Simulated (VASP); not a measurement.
# Ta (Im-3m) in VASP: relaxation of cell and atoms with LDA

Aim: the relaxation of cell and atoms of Ta with LDA.

Program: VASP 6.6.1. These are calculated values, not measurements. Logs are shortened: lines on timing, memory, paths and dates and some standing lists are left out, and cuts for length are marked.

### Step 1. The cell of the first run

Symmetry: Im-3m, No. 229, cubic system. The conventional cell has a = 3.303 Å, b = 3.303 Å, c = 3.303 Å, α = 90.00°, β = 90.00°, γ = 90.00°. Ta (site symmetry m-3m) has 14 Ta at 2.86 to 3.30 Å within 3.8 Å.

### Step 2. Relaxation of cell and atoms, LDA

The input, INCAR:

```
PREC     = Accurate       # precision mode
ENCUT    = 500            # plane-wave cutoff, eV
EDIFF    = 1E-7           # SCF threshold, eV
ISMEAR   = -1             # smearing method
SIGMA    = 0.08           # smearing width, eV
LREAL    = False          # projectors in reciprocal space
LASPH    = True           # aspherical terms in the spheres
NELM     = 120            # most SCF steps
ALGO     = Normal         # electronic algorithm
ISIF     = 3              # what is computed and relaxed
LWAVE    = False          # write WAVECAR
LCHARG   = False          # write CHGCAR
GGA      = CA             # functional
IBRION   = 2              # ionic algorithm
NSW      = 60             # ionic steps
EDIFFG   = -0.005         # ionic threshold
GGA_COMPAT= False        
NELMIN   = 4
```

The input, KPOINTS:

```
regular mesh
0
Gamma
  18 18 18
```

The input, POSCAR:

```
Ta
1.0
   -1.6515748661      1.6515748661      1.6515748661
    1.6515748661     -1.6515748661      1.6515748661
    1.6515748661      1.6515748661     -1.6515748661
Ta
1
Direct
    0.0000000000      0.0000000000      0.0000000000
```

Potentials or basis: VASP PAW LDA potentials, release 64 (Ta_sv_GW).

Run with:

```console
> cat potpaw_LDA.64/Ta_sv_GW/POTCAR > POTCAR
> mpirun -np 1 vasp_std > vasp.out
```

OUTCAR:

```text
PREC = Accurate
   ENCUT = 500
   EDIFF = 1E-7
   ISMEAR = -1
   LREAL = False
   LASPH = True
   NELM = 120
   ISIF = 3
   GGA = CA
   IBRION = 2
   NSW = 60
   EDIFFG = -0.005
   NELMIN = 4

 ion  position               nearest neighbor table
   1  0.000  0.000  0.000-

  LATTYP: Found a body centered cubic cell.
 ALAT       =     3.3031497322

  Lattice vectors:

 A1 = (  -1.6515748661,   1.6515748661,   1.6515748661)
 A2 = (   1.6515748661,  -1.6515748661,   1.6515748661)
 A3 = (   1.6515748661,   1.6515748661,  -1.6515748661)

Analysis of symmetry for initial positions (statically):
=====================================================================
 Subroutine PRICEL returns:
 Original cell was already a primitive cell.

 Routine SETGRP: Setting up the symmetry group for a
 body centered cubic supercell.

 Subroutine GETGRP returns: Found 48 space group operations
 (whereof 48 operations were pure point group operations)
 out of a pool of 48 trial point group operations.

The static configuration has the point symmetry O_h .

Analysis of symmetry for dynamics (positions and initial velocities):
=====================================================================
 Subroutine PRICEL returns:
 Original cell was already a primitive cell.

 Routine SETGRP: Setting up the symmetry group for a
 body centered cubic supercell.

 Subroutine GETGRP returns: Found 48 space group operations
 (whereof 48 operations were pure point group operations)
 out of a pool of 48 trial point group operations.

The dynamic configuration has the point symmetry O_h .

 Subroutine INISYM returns: Found 48 space group operations
 (whereof 48 operations are pure point group operations),
 and found     1 'primitive' translations

----------------------------------------------------------------------------------------

                                     Primitive cell

  volume of cell :      18.0200

  direct lattice vectors                    reciprocal lattice vectors
    -1.651574866  1.651574866  1.651574866     0.000000000  0.302741347  0.302741347
     1.651574866 -1.651574866  1.651574866     0.302741347  0.000000000  0.302741347
     1.651574866  1.651574866 -1.651574866     0.302741347  0.302741347  0.000000000

  length of vectors
     2.860611581  2.860611581  2.860611581     0.428140919  0.428140919  0.428140919

  position of ions in fractional coordinates (direct lattice)
     0.000000000  0.000000000  0.000000000

  ion indices of the primitive-cell ions
   primitive index   ion index
                 1           1

----------------------------------------------------------------------------------------

 KPOINTS: regular mesh

Automatic generation of k-mesh.
 Grid dimensions read from file:
 generate k-points for:   18   18   18

 Generating k-lattice:

  Cartesian coordinates                     Fractional coordinates (reciprocal lattice)
     0.000000000  0.016818964  0.016818964     0.055555556  0.000000000  0.000000000
     0.016818964  0.000000000  0.016818964     0.000000000  0.055555556  0.000000000
     0.016818964  0.016818964  0.000000000     0.000000000  0.000000000  0.055555556

  Length of vectors
     0.023785607  0.023785607  0.023785607

  Shift w.r.t. Gamma in fractional coordinates (k-lattice)
     0.000000000  0.000000000  0.000000000

 Subroutine IBZKPT returns following result:
 ===========================================

 Found    195 irreducible k-points:

 Following reciprocal coordinates:
            Coordinates               Weight
  0.000000  0.000000  0.000000      1.000000
  0.055556  0.000000  0.000000     12.000000
  0.111111  0.000000  0.000000     12.000000
  0.166667  0.000000  0.000000     12.000000
  0.222222  0.000000  0.000000     12.000000
  0.277778  0.000000  0.000000     12.000000
[... 16 lines left out ...]
  0.333333  0.111111  0.000000     48.000000
  0.388889  0.111111  0.000000     48.000000
 [... further k-points ...]
   k-points           NKPTS =    195   k-points in BZ     NKDIM =    195   number of bands    NBANDS=     10
   number of dos      NEDOS =    301   number of ions     NIONS =      1
   total plane-waves  NPLWV =  13824
   dimension x,y,z NGX =    24 NGY =   24 NGZ =   24
   dimension x,y,z NGXF=    48 NGYF=   48 NGZF=   48
   ions per type =               1
   NGX,Y,Z   is equivalent  to a cutoff of  13.95, 13.95, 13.95 a.u.
   NGXF,Y,Z  is equivalent  to a cutoff of  27.90, 27.90, 27.90 a.u.
 SYSTEM =  unknown system
   PREC   = accura    normal or accurate (medium, high low for compatibility)
   ISTART =      0    job   : 0-new  1-cont  2-samecut
   ICHARG =      2    charge: 1-file 2-atom 10-const
   ISPIN  =      1    spin polarized calculation?
   LNONCOLLINEAR =      F non collinear calculations
   LSORBIT =      F    spin-orbit coupling
   LASPH  =      T    aspherical Exc in radial PAW
   ENCUT  =  500.0 eV  36.75 Ry    6.06 a.u.   5.22  5.22  5.22*2*pi/ulx,y,z
   NELM   =    120;   NELMIN=  4; NELMDL= -5     # of ELM steps
   EDIFF  = 0.1E-06   stopping-criterion for ELM
   LREAL  =      F    real-space projection
   EDIFFG = -.5E-02   stopping-criterion for IOM
   NSW    =     60    number of steps for IOM
   IBRION =      2    ionic relax: 0-MD 1-quasi-New 2-CG
   NFREE  =      1    steps in history (QN), initial steepest desc. (CG)
   ISIF   =      3    stress and relaxation
   ISYM   =      2    0-nonsym 1-usesym 2-fastsym
   POTIM  = 0.5000    time-step for ionic-motion
   TEBEG  =    0.0;   TEEND  =   0.0 temperature during run
   PSTRESS=    0.0 pullay stress
   NELECT =      13.0000    total number of electrons
   NUPDOWN=      -1.0000    fix difference up-down
   EMIN   =  10.00;   EMAX   =-10.00  energy-range for DOS
   EFERMI =   0.00;   METHOD = LEGACY
   ISMEAR =    -1;   SIGMA  =   0.08  broadening in eV -4-tet -1-fermi 0-gaus
   EFERMI_NEDOS =   21; number of points for ismear=-14 and -15
   IALGO  =     38    algorithm
   IMIX   =      4    mixing-type and parameters
     AMIX     =   0.40;   BMIX     =  1.00
     AMIX_MAG =   1.60;   BMIX_MAG =  1.00
  volume/ion in A,a.u.               =      18.02       121.60
  Fermi-wavevector in a.u.,A,eV,Ry     =   1.468265  2.774618 29.331456  2.155801
  Thomas-Fermi vector in A             =   2.583783
   LORBIT       =      0    0 simple, 1 ext, 2 COOP (PROOUT), +10 PAW based schemes
   GGA     = CA    functional components
   LHFCALC =     F    Hartree Fock is set to
   AEXX    =    0.0000 exact exchange contribution
   IVDW    =     0    specifies the selected vdW correction
   LEPSILON=     F    determine dielectric tensor
   LRPA    =     F    only Hartree local field effects (RPA)
 conjugate gradient relaxation of ions
 non-spin polarized calculation
  energy-cutoff  :      500.00
  volume of cell :       18.02
 maximum number of plane-waves:       470
 NGX is ok and might be reduce to    24
   NGX = 11   NGY = 11   NGZ = 11

--------------------------------------- Ionic step        1  -------------------------------------------

 number of electron      12.9999998 magnetization

 Free energy of the ion-electron system (eV)
  ---------------------------------------------------
  ext. energy  EPLUGINS =         0.00000000
  ---------------------------------------------------
  free energy    TOTEN  =       -15.30858554 eV

  energy without entropy =      -15.28131632  energy(sigma->0) =      -15.29495093

------------------------ aborting loop because EDIFF is reached ----------------------------------------

  FORCE on cell =-STRESS in cart. coord.  units (eV):
  Direction    XX          YY          ZZ          XY          YZ          ZX
  --------------------------------------------------------------------------------------
  -------------------------------------------------------------------------------------
  Total       -1.0924535     -1.0924535     -1.0924535      0.0000000      0.0000000      0.0000000
  in kB      -97.1312001    -97.1312001    -97.1312001      0.0000000      0.0000000      0.0000000
  external PRESSURE =     -97.1312001 kB  Pullay stress =       0.0000000 kB
[... 90 lines left out ...]
  energy  without entropy=      -15.3092100580  energy(sigma->0) =      -15.32202285

--------------------------------------- Ionic step        4  -------------------------------------------

 number of electron      13.0000001 magnetization

 Free energy of the ion-electron system (eV)
  ---------------------------------------------------
  ext. energy  EPLUGINS =         0.00000000
  ---------------------------------------------------
  free energy    TOTEN  =       -15.33489210 eV

  energy without entropy =      -15.30932240  energy(sigma->0) =      -15.32210725

 E-fermi :  10.8367     XC(G=0): -13.5269

 val. band max:       10.8291899922   @ k =  -0.2222   0.2222   0.1667
 cond. band min:      10.8487334205   @ k =  -0.2222   0.2222   0.1111
 fundamental gap:      0.0195434283
 Fermi energy:        10.8367079339

 k-point     1 :       0.0000    0.0000    0.0000
  band No.  band energies     occupation
      1     -55.8505      2.00000
      2     -21.8963      2.00000
      3     -21.8963      2.00000
      4     -21.8963      2.00000
      5       2.8241      2.00000
      6      11.4938      0.00054
      7      11.4938      0.00054
      8      11.4938      0.00054
      9      14.9170      0.00000
     10      14.9170      0.00000
[... 287 lines left out ...]
 k-point    24 :       0.3889    0.1111    0.0000
  band No.  band energies     occupation
      1     -55.7045      2.00000
      2     -23.2000      2.00000
      3     -22.3797      2.00000
      4     -21.9679      2.00000
      5       6.6820      2.00000
      6       9.2452      2.00000
      7      11.7317      0.00003
      8      14.6913      0.00000
      9      16.0736      0.00000
     10      19.1522      0.00000

 [... further k-points ...]

------------------------ aborting loop because EDIFF is reached ----------------------------------------

  FORCE on cell =-STRESS in cart. coord.  units (eV):
  Direction    XX          YY          ZZ          XY          YZ          ZX
  --------------------------------------------------------------------------------------
  -------------------------------------------------------------------------------------
  Total       -0.0039112     -0.0039112     -0.0039112      0.0000000      0.0000000      0.0000000
  in kB       -0.3645559     -0.3645559     -0.3645559      0.0000000      0.0000000      0.0000000
  external PRESSURE =      -0.3645559 kB  Pullay stress =       0.0000000 kB
[... 16 lines left out ...]
  FREE ENERGIE OF THE ION-ELECTRON SYSTEM (eV)
  ---------------------------------------------------
  free  energy   TOTEN  =       -15.3348921009 eV

  energy  without entropy=      -15.3093223998  energy(sigma->0) =      -15.32210725

 reached required accuracy - stopping structural energy minimisation
```

It took 35 s on 1 thread of Intel Xeon 6975P-C (Granite Rapids), shared host; peak memory 0.15 GiB.

Results:

```yaml
Free_energy: -15.3349 eV
Relaxed_volume: 17.19 Å³/atom
Relaxed_cell: a = 2.816 Å, b = 2.816 Å, c = 2.816 Å, α = 109.47°, β = 109.47°, γ = 109.47°
Space_group_after_relaxing_to_0.1_Å: Im-3m (No. 229)
Energy_gained_by_relaxing: 26.3 meV/atom
Ionic_steps: 4
Pressure_after_relaxing: 0.0 GPa
Band_gap_on_the_k_mesh: zero (an odd number of electrons rules out a gap without spin polarisation)
```

The path:
```tsv
step	energy change (eV)	largest force (eV/Å)	pressure (GPa)	volume (Å³)
1	0.0000	0.0000	-9.71	18.02
2	0.1449	0.0000	32.12	15.32
3	-0.0263	0.0000	-0.50	17.22
4	-0.0263	0.0000	-0.04	17.19
```

Final structure:
```xyz
1
Lattice="-1.6258 1.6258 1.6258 1.6258 -1.6258 1.6258 1.6258 1.6258 -1.6258" Properties=species:S:1:pos:R:3 pbc="T T T"
Ta    0.0000    3.2516    0.0000
```

Caveat: spin-orbit coupling is left out, which moves the levels of the heavy elements.
